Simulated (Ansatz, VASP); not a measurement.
# TaPb: VASP beside Ansatz

```
CELL_PARAMETERS angstrom
0.00000 3.20807 3.20807
3.20807 0.00000 3.20807
3.20807 3.20807 0.00000
ATOMIC_POSITIONS crystal
Ta 0.00000 0.00000 0.00000
Pb 0.25000 0.25000 0.25000
```

Change from the starting cell: species swapped into the BeSe type (F-43m, No. 216).

Alike in both runs: functional PBE; k mesh 6 × 6 × 6; occupations gaussian, width 0.1 eV; no spin polarisation.

Ansatz relaxed the structure, and its values are those at the end. VASP's run is a single point on that final structure, the one shown.

|  | VASP | Ansatz |
| --- | --- | --- |
| version | VASP 6.6.1 | Ansatz 0.2.0 |
| potentials or method | VASP PAW PBE potentials, release 64 (Ta_pv, Pb_d), cutoff 520 eV | scalar-relativistic, plane waves, PAW |
| valence electrons in the cell | 25 | 27 |

VASP gave:

```
gap on the k mesh at the Fermi level (eV) : none
pressure (GPa)                            : 0.2
```

Question: Estimate Ansatz's values.

Answer: gap on the k mesh at the Fermi level (eV): none; pressure (GPa): 0.3.

A gap of «none» marks a metal or a gap that the smearing closes. VASP's potentials hold 25 valence electrons a cell and Ansatz's 27, so a difference there can come from the potentials and not from the codes.

Neither program's run includes spin-orbit coupling.
